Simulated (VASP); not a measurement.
# LiCl (I4/mmm) in VASP: a series of runs

The runs below take LiCl through single point, with r2SCAN.

All numbers are computed with VASP 6.6.1; they aren't measurements. Logs are shortened: lines on timing, memory, paths and dates and some standing lists are left out, and cuts for length are marked.

## Step 1: The cell of the first run

Symmetry: I4/mmm, No. 139, tetragonal system. The conventional cell has a = 3.514 Å, b = 3.514 Å, c = 5.466 Å, α = 90.00°, β = 90.00°, γ = 90.00°. Li (site symmetry 4/mmm) has 6 Cl at 2.48 to 2.73 Å within 3.3 Å. Cl (site symmetry 4/mmm) has 6 Li at 2.48 to 2.73 Å within 3.3 Å.

## Step 2: Single point, r2SCAN

Contents of POSCAR:

```
LiCl
1.0
    0.0000000000      2.4845581752      2.7330139928
    2.4845581752      0.0000000000      2.7330139928
    2.4845581752      2.4845581752      0.0000000000
Li Cl
1 1
Direct
    0.0000000000      0.0000000000      0.0000000000
    0.5000000000      0.5000000000      0.5000000000
```

Contents of INCAR.step1:

```
SYSTEM = LiCl
PREC     = Accurate       ! precision mode
ENCUT    = 520            ! plane-wave cutoff, eV
ISMEAR   = 0              ! smearing method
SIGMA    = 0.05           ! smearing width, eV
LREAL    = .False.        ! projectors in reciprocal space
LASPH    = .True.         ! aspherical terms in the spheres
NELM     = 80             ! most SCF steps
NBANDS   = 12             ! bands
GGA      = PE             ! functional
ALGO     = Normal         ! electronic algorithm
EDIFF    = 1E-4           ! SCF threshold, eV
LWAVE    = .True.         ! write WAVECAR
LCHARG   = .False.        ! write CHGCAR
```

Contents of INCAR.step2:

```
SYSTEM = LiCl
PREC     = Accurate       ! precision mode
ENCUT    = 520            ! plane-wave cutoff, eV
EDIFF    = 1E-6           ! SCF threshold, eV
ISMEAR   = 0              ! smearing method
SIGMA    = 0.05           ! smearing width, eV
LREAL    = .False.        ! projectors in reciprocal space
LASPH    = .True.         ! aspherical terms in the spheres
NELM     = 80             ! most SCF steps
ALGO     = Normal         ! electronic algorithm
ISIF     = 2              ! what is computed and relaxed
LWAVE    = .False.        ! write WAVECAR
LCHARG   = .False.        ! write CHGCAR
METAGGA  = R2SCAN         ! meta-GGA
LMIXTAU  = .True.       
NBANDS   = 12             ! bands
ISTART   = 1
```

Contents of KPOINTS:

```
Automatic mesh
0
Gamma
  8 8 8
  0 0 0
```

Potentials or basis: VASP PAW PBE potentials, release 64 (Li_sv, Cl).

Launch:

```console
cat potpaw_PBE.64/Li_sv/POTCAR potpaw_PBE.64/Cl/POTCAR > POTCAR
cp INCAR.step1 INCAR
mpirun -np 1 vasp_std > vasp.out
cp INCAR.step2 INCAR
mpirun -np 1 vasp_std > vasp.out
```

OUTCAR:

```text
SYSTEM = LiCl
   PREC = Accurate
   ENCUT = 520
   EDIFF = 1E-6
   ISMEAR = 0
   LREAL = .False.
   LASPH = .True.
   NELM = 80
   ISIF = 2
   METAGGA = R2SCAN
   ISTART = 1

 ion  position               nearest neighbor table
   1  0.000  0.000  0.000-   2 2.48   2 2.48   2 2.48   2 2.48
   2  0.500  0.500  0.500-   1 2.48   1 2.48   1 2.48   1 2.48

  LATTYP: Found a body centered tetragonal cell.
 ALAT       =     3.5136958679
 C/A-ratio  =     1.5556349187

  Lattice vectors:

 A1 = (  -2.4845581752,   0.0000000000,   2.7330139928)
 A2 = (   2.4845581752,   0.0000000000,   2.7330139928)
 A3 = (   0.0000000000,   2.4845581752,  -2.7330139928)

Analysis of symmetry for initial positions (statically):
=====================================================================
 Subroutine PRICEL returns:
 Original cell was already a primitive cell.

 Routine SETGRP: Setting up the symmetry group for a
 body centered tetragonal supercell.

 Subroutine GETGRP returns: Found 16 space group operations
 (whereof 16 operations were pure point group operations)
 out of a pool of 16 trial point group operations.

The static configuration has the point symmetry D_4h.

Analysis of symmetry for dynamics (positions and initial velocities):
=====================================================================
 Subroutine PRICEL returns:
 Original cell was already a primitive cell.

 Routine SETGRP: Setting up the symmetry group for a
 body centered tetragonal supercell.

 Subroutine GETGRP returns: Found 16 space group operations
 (whereof 16 operations were pure point group operations)
 out of a pool of 16 trial point group operations.

The dynamic configuration has the point symmetry D_4h.

 Subroutine INISYM returns: Found 16 space group operations
 (whereof 16 operations are pure point group operations),
 and found     1 'primitive' translations

----------------------------------------------------------------------------------------

                                     Primitive cell

  volume of cell :      33.7420

  direct lattice vectors                    reciprocal lattice vectors
     0.000000000  2.484558175  2.733013993    -0.201243024  0.201243024  0.182948203
     2.484558175  0.000000000  2.733013993     0.201243024 -0.201243024  0.182948203
     2.484558175  2.484558175  0.000000000     0.201243024  0.201243024 -0.182948203

  length of vectors
     3.693561264  3.693561264  3.513695868     0.338330540  0.338330540  0.338330540

  position of ions in fractional coordinates (direct lattice)
     0.000000000  0.000000000  0.000000000
     0.500000000  0.500000000  0.500000000

  ion indices of the primitive-cell ions
   primitive index   ion index
                 1           1
                 2           2

----------------------------------------------------------------------------------------

 KPOINTS: Automatic mesh

Automatic generation of k-mesh.
 Grid dimensions read from file:
 generate k-points for:    8    8    8

 Generating k-lattice:

  Cartesian coordinates                     Fractional coordinates (reciprocal lattice)
    -0.025155378  0.025155378  0.022868525     0.125000000  0.000000000  0.000000000
     0.025155378 -0.025155378  0.022868525     0.000000000  0.125000000  0.000000000
     0.025155378  0.025155378 -0.022868525    -0.000000000 -0.000000000  0.125000000

  Length of vectors
     0.042291318  0.042291318  0.042291318

  Shift w.r.t. Gamma in fractional coordinates (k-lattice)
     0.000000000  0.000000000  0.000000000

 Subroutine IBZKPT returns following result:
 ===========================================

 Found     59 irreducible k-points:

 Following reciprocal coordinates:
            Coordinates               Weight
  0.000000  0.000000  0.000000      1.000000
  0.125000  0.000000  0.000000      8.000000
  0.250000  0.000000  0.000000      8.000000
  0.375000  0.000000  0.000000      8.000000
  0.500000  0.000000  0.000000      4.000000
  0.125000  0.125000  0.000000      2.000000
[... 16 lines left out ...]
  0.250000  0.000000  0.125000     16.000000
  0.375000  0.000000  0.125000     16.000000
 [... further k-points ...]
   k-points           NKPTS =     59   k-points in BZ     NKDIM =     59   number of bands    NBANDS=     12
   number of dos      NEDOS =    301   number of ions     NIONS =      2
   total plane-waves  NPLWV =  21952
   dimension x,y,z NGX =    28 NGY =   28 NGZ =   28
   dimension x,y,z NGXF=    56 NGYF=   56 NGZF=   56
   ions per type =               1   1
   NGX,Y,Z   is equivalent  to a cutoff of  12.60, 12.60, 13.25 a.u.
   NGXF,Y,Z  is equivalent  to a cutoff of  25.21, 25.21, 26.50 a.u.
 SYSTEM =  LiCl
   PREC   = accura    normal or accurate (medium, high low for compatibility)
   ISTART =      1    job   : 0-new  1-cont  2-samecut
   ICHARG =      0    charge: 1-file 2-atom 10-const
   ISPIN  =      1    spin polarized calculation?
   LNONCOLLINEAR =      F non collinear calculations
   LSORBIT =      F    spin-orbit coupling
   LASPH  =      T    aspherical Exc in radial PAW
   ENCUT  =  520.0 eV  38.22 Ry    6.18 a.u.   6.87  6.87  6.53*2*pi/ulx,y,z
   NELM   =     80;   NELMIN=  2; NELMDL=  0     # of ELM steps
   EDIFF  = 0.1E-05   stopping-criterion for ELM
   LREAL  =      F    real-space projection
   EDIFFG = 0.1E-04   stopping-criterion for IOM
   NSW    =      0    number of steps for IOM
   IBRION =     -1    ionic relax: 0-MD 1-quasi-New 2-CG
   NFREE  =      0    steps in history (QN), initial steepest desc. (CG)
   ISIF   =      2    stress and relaxation
   ISYM   =      2    0-nonsym 1-usesym 2-fastsym
   POTIM  = 0.5000    time-step for ionic-motion
   TEBEG  =    0.0;   TEEND  =   0.0 temperature during run
   PSTRESS=    0.0 pullay stress
   NELECT =      10.0000    total number of electrons
   NUPDOWN=      -1.0000    fix difference up-down
   EMIN   =  10.00;   EMAX   =-10.00  energy-range for DOS
   EFERMI =   0.00;   METHOD = LEGACY
   ISMEAR =     0;   SIGMA  =   0.05  broadening in eV -4-tet -1-fermi 0-gaus
   EFERMI_NEDOS =   21; number of points for ismear=-14 and -15
   IALGO  =     38    algorithm
   IMIX   =      4    mixing-type and parameters
     AMIX     =   0.40;   BMIX     =  1.00
     AMIX_MAG =   1.60;   BMIX_MAG =  1.00
  volume/ion in A,a.u.               =      16.87       113.85
  Fermi-wavevector in a.u.,A,eV,Ry     =   1.091486  2.062609 16.209183  1.191341
  Thomas-Fermi vector in A             =   2.227732
   LORBIT       =      0    0 simple, 1 ext, 2 COOP (PROOUT), +10 PAW based schemes
   METAGGA = R2SCAN    functional components
   LHFCALC =     F    Hartree Fock is set to
   AEXX    =    0.0000 exact exchange contribution
   IVDW    =     0    specifies the selected vdW correction
   LEPSILON=     F    determine dielectric tensor
   LRPA    =     F    only Hartree local field effects (RPA)
 non-spin polarized calculation
 Gauss-broadening in eV      SIGMA  =   0.05
  energy-cutoff  :      520.00
  volume of cell :       33.74
 maximum number of plane-waves:       930
   NGX = 13   NGY = 13   NGZ = 13

 number of electron      10.0000005 magnetization

 Free energy of the ion-electron system (eV)
  ---------------------------------------------------
  ext. energy  EPLUGINS =         0.00000000
  ---------------------------------------------------
  free energy    TOTEN  =       -12.56635434 eV

  energy without entropy =      -12.56635434  energy(sigma->0) =      -12.56635434

 E-fermi :   0.5277     XC(G=0):  -9.1508

 val. band max:        0.2792592885   @ k =   0.0000   0.0000   0.0000
 cond. band min:       7.4614223692   @ k =   0.0000   0.0000   0.0000
 fundamental gap:      7.1821630807
 Fermi energy:         0.5277485204

 k-point     1 :       0.0000    0.0000    0.0000
  band No.  band energies     occupation
      1     -44.6110      2.00000
      2     -13.8117      2.00000
      3       0.1015      2.00000
      4       0.1015      2.00000
      5       0.2793      2.00000
      6       7.4614      0.00000
      7      12.3463      0.00000
      8      13.1827      0.00000
      9      13.1827      0.00000
     10      14.8254      0.00000
     11      14.8551      0.00000
     12      16.3046      0.00000

 k-point     2 :       0.1250    0.0000    0.0000
  band No.  band energies     occupation
      1     -44.6106      2.00000
      2     -13.7347      2.00000
      3      -0.3727      2.00000
      4       0.0898      2.00000
      5       0.1655      2.00000
      6       7.9121      0.00000
      7      12.0731      0.00000
      8      12.3901      0.00000
      9      13.2938      0.00000
     10      13.9295      0.00000
     11      14.5531      0.00000
     12      16.3059      0.00000

 k-point     3 :       0.2500    0.0000    0.0000
  band No.  band energies     occupation
      1     -44.6095      2.00000
      2     -13.5387      2.00000
      3      -1.4168      2.00000
      4      -0.0108      2.00000
      5       0.0647      2.00000
      6       8.2637      0.00000
      7      11.2591      0.00000
      8      12.0906      0.00000
      9      12.2498      0.00000
     10      14.9822      0.00000
     11      15.0235      0.00000
     12      17.0752      0.00000
[... 286 lines left out ...]
 k-point    23 :       0.2500    0.0000    0.1250
  band No.  band energies     occupation
      1     -44.6095      2.00000
      2     -13.5369      2.00000
      3      -1.1643      2.00000
      4      -0.2400      2.00000
      5      -0.0402      2.00000
      6       8.8368      0.00000
      7      11.1600      0.00000
      8      11.5850      0.00000
      9      12.4629      0.00000
     10      13.6973      0.00000
     11      15.8668      0.00000
     12      17.7610      0.00000

 k-point    24 :       0.3750    0.0000    0.1250
  band No.  band energies     occupation
      1     -44.6085      2.00000
      2     -13.3232      2.00000
      3      -2.0751      2.00000
      4      -0.3125      2.00000
      5      -0.2401      2.00000
      6       8.6069      0.00000
      7      10.7565      0.00000
      8      11.4981      0.00000
      9      12.1675      0.00000
     10      15.2946      0.00000
     11      17.5359      0.00000
     12      18.7137      0.00000

 [... further k-points ...]
[... 5 lines left out ...]
  --------------------------------------------------------------------------------------
  -------------------------------------------------------------------------------------
  Total        0.1403394      0.1403394     -0.4886742      0.0000000      0.0000000     -0.0000000
  in kB        6.6637717      6.6637717    -23.2038384      0.0000000      0.0000000     -0.0000000
  external PRESSURE =      -3.2920983 kB  Pullay stress =       0.0000000 kB

 VOLUME and BASIS-vectors are now :
 -----------------------------------------------------------------------------
  energy-cutoff  :      520.00
  volume of cell :       33.74
      direct lattice vectors                 reciprocal lattice vectors
     0.000000000  2.484558175  2.733013993    -0.201243024  0.201243024  0.182948203
     2.484558175  0.000000000  2.733013993     0.201243024 -0.201243024  0.182948203
     2.484558175  2.484558175  0.000000000     0.201243024  0.201243024 -0.182948203

 POSITION                                       TOTAL-FORCE (eV/Angst)
 -----------------------------------------------------------------------------------
      0.00000      0.00000      0.00000         0.000000     -0.000000      0.000000
      2.48456      2.48456      2.73301        -0.000000      0.000000     -0.000000
 -----------------------------------------------------------------------------------
    total drift:                                0.000000      0.000000      0.000000

  FREE ENERGIE OF THE ION-ELECTRON SYSTEM (eV)
  ---------------------------------------------------
  free  energy   TOTEN  =       -12.5663543378 eV

  energy  without entropy=      -12.5663543378  energy(sigma->0) =      -12.56635434
```

Wall time 2.9 min (1 thread of Intel Xeon 8259CL, shared host); peak memory 0.17 GiB.

What came out:

* Free energy: -12.5664 eV
* Band gap on the k mesh: 7.18 eV

Caveat: the cutoff is under 1.25 times the usual one of these potentials, so pressure, stress and relaxed cells hold a basis-set (Pulay) error; the PAW data sets were made with another functional, which shifts forces and pressure a little.

(Continued in part 2 of 2.)
